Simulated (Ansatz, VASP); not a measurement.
One calculation of PtSe2, two programs

```xyz
3
Lattice="3.7970 0.0000 0.0000 -1.8985 3.2883 0.0000 0.0000 0.0000 5.1613" Properties=species:S:1:pos:R:3 pbc="T T T"
Pt    0.0000    0.0000    0.0000
Se    1.8985    1.0961    3.8710
Se    0.0000    2.1922    1.2903
```

Alike in both runs: task single point; functional RPBE; dispersion D3(BJ); k mesh 8 × 8 × 5; occupations fermi-dirac, width 0.05 eV; no spin polarisation.

|  | VASP | Ansatz |
| --- | --- | --- |
| version | VASP 6.6.1 | Ansatz 0.2.0 |
| potentials or method | VASP PAW PBE potentials, release 64 (Pt, Se) | Ansatz PAW |
| plane-wave cutoff (eV) | 520 | 420 |
| valence electrons in the cell | 22 | 50 |

VASP gave:

- gap on the k mesh at the Fermi level (eV): none
- pressure (GPa): -15.6
- traceless stress, the component that is largest in VASP (GPa): 1.98
- rms of the force components (eV/Å): 0.208

Task: What did Ansatz give for the same quantities?

Result: gap on the k mesh at the Fermi level (eV): none; pressure (GPa): -15.5; traceless stress, the component that is largest in VASP (GPa): 1.97; rms of the force components (eV/Å): 0.208.

VASP's potentials were made for PBE, not for RPBE. Atom by atom the forces differ by 0.000 eV/Å (rms over components). A gap of «none» marks a metal or a gap that the smearing closes. VASP's potentials hold 22 valence electrons a cell and Ansatz's 50, so a difference there can come from the potentials and not from the codes.

Neither program's run includes spin-orbit coupling.
